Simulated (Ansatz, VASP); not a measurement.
Mg: VASP beside Ansatz

File INCAR:

```
SYSTEM = Mg
ALGO = Normal ; EDIFF = 1E-8
ENCUT = 520 ; GGA = PE
ISIF = 2 ; ISMEAR = -1
LASPH = .TRUE. ; LCHARG = .FALSE.
LEFG = .TRUE. ; LREAL = .FALSE.
LWAVE = .FALSE. ; NBANDS = 7
NELM = 60 ; PREC = Accurate
SIGMA = 0.03
```

KPOINTS

```
k-points
0
G
  19 19 19
  0 0 0
```

Contents of POSCAR:

```
Mg
1.0
   -1.4565448511      1.4565448511      1.4565448511
    1.4565448511     -1.4565448511      1.4565448511
    1.4565448511      1.4565448511     -1.4565448511
Mg
1
Direct
    0.0000000000      0.0000000000      0.0000000000
```

Input for Ansatz:

```yaml
crystal:
  lattice:
    - [-1.4565448511, 1.4565448511, 1.4565448511]
    - [1.4565448511, -1.4565448511, 1.4565448511]
    - [1.4565448511, 1.4565448511, -1.4565448511]
  atoms:
    - { symbol: Mg, position: [0.0, 0.0, 0.0] }
kpoints:
  mp_grid: { grid: [19, 19, 19] }
scf:
  occupations: { method: fermi_dirac, width: 0.03 }
hamiltonian:
  xc: pbe
  pseudopotentials: { kind: all_electron, datasets: crystal }
output:
  forces: true
  stress: true
  eigenvalues: true
  efg: { contact_densities: true }
```

Change from the starting cell: volume scaled by 0.96, crystal datasets.

Alike in both runs: task electric field gradients; functional PBE; k mesh 19 × 19 × 19; occupations fermi-dirac, width 0.03 eV; no spin polarisation.

```csv
,VASP,Ansatz
version,VASP 6.6.1,Ansatz 0.2.0
potentials or method,"VASP PAW PBE potentials, release 64 (Mg), cutoff 520 eV","all-electron PAW with datasets made for the crystal, scalar-relativistic"
```

|  | VASP | Ansatz | Ansatz less VASP |
| --- | --- | --- | --- |
| pressure (GPa) | 73.6 | 72.4 | -1.15 |

Both programs put the cell under a high pressure, so it lies far from rest at this level. Ansatz ran all-electron here, and VASP with PAW potentials.

Noted on VASP's run: the cell as given lies far from equilibrium.
